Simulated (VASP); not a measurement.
Set up this calculation in VASP 6.6.1, as the native input.

| Quantity | Value |
| --- | --- |
| Task | single point |
| Functional | LDA |
| Potentials or basis | VASP PAW LDA potentials, release 64 (Hf_pv) |
| Cutoff | 520 eV |
| k mesh | 13 × 13 × 13 |
| Occupations | fermi-dirac, width 0.03 eV |
| Spin | no spin polarisation |
| Dipole correction | no |
| Further INCAR settings | ALGO = Normal; EDIFF = 1e-07; NBANDS = 11 |

The structure of Hf lies in POSCAR:

```
Hf
1.0
    0.0000000000      2.2422000000      2.2200000000
    2.2422000000      0.0000000000      2.2200000000
    2.2422000000      2.2422000000      0.0000000000
Hf
1
Direct
    0.0000000000      0.0000000000      0.0000000000
```

This cell differs from its parent crystal: equal xx and yy strain of +1 %.

These files were run (other wordings do the same):

INCAR

```
SYSTEM = Hf
ALGO = Normal ; EDIFF = 1E-7
ENCUT = 520 ; GGA = CA
ISIF = 2 ; ISMEAR = -1
LASPH = .TRUE. ; LCHARG = .FALSE.
LREAL = .FALSE. ; LWAVE = .FALSE.
NBANDS = 11 ; NELM = 100
PREC = Accurate ; SIGMA = 0.03
```

KPOINTS

```
k-points
0
G
  13 13 13
  0 0 0
```

Potentials or basis: VASP PAW LDA potentials, release 64 (Hf_pv).

Launch:

```sh
$ cat potpaw_LDA.64/Hf_pv/POTCAR > POTCAR
$ mpirun -np 1 vasp_std > vasp.out
```

It gave:

```yaml
Pressure: -7.4 GPa
Band_gap_on_the_k_mesh: zero (band 5 reaches 5.92 eV, above the bottom of band 6 at 4.06 eV)
```

Caveat: the cell differs from its parent crystal (equal xx and yy strain of +1 %); spin-orbit coupling is left out, which moves the levels of the heavy elements.

It took 10 s on 1 thread of Intel(R) Xeon(R) 6975P-C (Granite Rapids), on a shared host, peak memory 0.16 GiB.
